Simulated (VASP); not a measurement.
**Li2Hg: single point with PBE**

Li2Hg:

```
Li Hg
1.0
     3.26151    0.00000    0.00000
    -1.63075    2.82455    0.00000
     0.00000    0.00000   13.60967
Li Hg
4 2
Direct
  0.33333 0.66667 0.82041
  0.33333 0.66667 0.17959
  0.33333 0.66667 0.50000
  0.66667 0.33333 0.00000
  0.66667 0.33333 0.33874
  0.66667 0.33333 0.66126
```

| Property | Result |
| --- | --- |
| Program | VASP 6.6.1 |
| Task | single point |
| Functional | PBE |
| Potentials or basis | VASP PAW PBE potentials, release 64 (Li_sv, Hg) |
| Cutoff | 520 eV |
| k mesh | 15 × 15 × 4 |
| Occupations | gaussian, width 0.1 eV |
| Spin | no spin polarisation |

* Band gap on the k mesh: zero (bands 18 and 19 overlap by 3.05 eV)

Levels at points of the mesh, in eV from the Fermi level:
```tsv
k point	band 16	band 17	band 18	band 19	band 20	band 21
(0.00, 0.00, 0.00)	-6.76	-3.25	-1.91	-1.91	0.32	3.70
(0.00, 0.00, 0.50)	-6.76	-2.99	-2.77	-0.67	-0.50	4.75
```

Run time: 4.2 min on 1 thread of Intel(R) Xeon(R) Platinum 8259CL CPU @ 2.50GHz (Skylake/Cascade Lake), on a shared host, peak memory 0.38 GiB.

Caveat: spin-orbit coupling is left out, which moves the levels of the heavy elements.
